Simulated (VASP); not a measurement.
# Mo: single point with PBE

Mo:

```
Mo
1.0
    -1.17999    1.63733    1.63733
     1.63733   -1.17999    1.63733
     1.63733    1.63733   -1.17999
Mo
1
Direct
  0.00000 0.00000 0.00000
```

```
Program             : VASP 6.6.1
Task                : single point
Functional          : PBE
Potentials or basis : VASP PAW PBE potentials, release 64 (Mo_sv)
Cutoff              : 520 eV
k mesh              : 22 × 22 × 22
Occupations         : gaussian, width 0.15 eV
Spin                : no spin polarisation
```

- Pressure: 2.8 GPa
- Band gap on the k mesh: zero (band 7 reaches 12.92 eV, above the bottom of band 8 at 10.48 eV)

Stress tensor (GPa, compression positive):
```
  2.84 -12.56 -12.56
-12.56   2.84 -12.56
-12.56 -12.56   2.84
```

Levels at points of the mesh, in eV from the Fermi level:
| k point | band 4 | band 5 | band 6 | band 7 | band 8 | band 9 | band 10 | band 11 |
| --- | --- | --- | --- | --- | --- | --- | --- | --- |
| (0.00, 0.00, 0.00) | -34.46 | -6.94 | -3.88 | -3.88 | 2.31 | 3.16 | 3.16 | 14.01 |
| (0.50, 0.00, 0.00) | -34.37 | -4.42 | -3.67 | 0.13 | 1.50 | 1.61 | 3.33 | 9.67 |
| (0.50, 0.50, 0.00) | -34.39 | -5.57 | -3.09 | 1.04 | 1.74 | 3.77 | 5.74 | 8.40 |
| (0.50, 0.50, 0.50) | -35.37 | -4.89 | -4.89 | -1.45 | 5.74 | 5.74 | 7.36 | 10.87 |

Wall time 2 min on 1 thread of AMD EPYC 7R43 64-Core Processor (Zen 3), with other jobs on the host, peak memory 0.26 GiB.
